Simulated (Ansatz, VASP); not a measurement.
# One calculation of ScAl3, two programs

```
CELL_PARAMETERS angstrom
4.10533 0.00000 0.00000
0.00000 4.10533 0.00000
0.00000 0.00000 4.10533
ATOMIC_POSITIONS crystal
Sc 0.85385 0.85385 0.00000
Al 0.50000 0.00000 0.50000
Al 0.00000 0.50000 0.50000
Al 0.50000 0.50000 0.00000
```

Alike in both runs: task single point; functional PBE; k mesh 12 × 12 × 12; occupations gaussian, width 0.15 eV; no spin polarisation.

```csv
,VASP,Ansatz
version,VASP 6.6.1,Ansatz 0.2.0
potentials or method,"VASP PAW PBE potentials, release 64 (Sc_sv, Al), cutoff 520 eV","scalar-relativistic, plane waves, PAW"
valence electrons in the cell,20,20
```

Ansatz gave:

| Quantity | Value |
| --- | --- |
| gap on the k mesh at the Fermi level (eV) | none |
| pressure (GPa) | 17.1 |
| traceless stress, the component that is largest in VASP (GPa) | 15.35 |
| rms of the force components (eV/Å) | 4.208 |

What did VASP give for the same quantities?

gap on the k mesh at the Fermi level (eV): none; pressure (GPa): 17.2; traceless stress, the component that is largest in VASP (GPa): 15.41; rms of the force components (eV/Å): 4.224.

Atom by atom the forces differ by 0.016 eV/Å (rms over components). A gap of «none» marks a metal or a gap that the smearing closes.
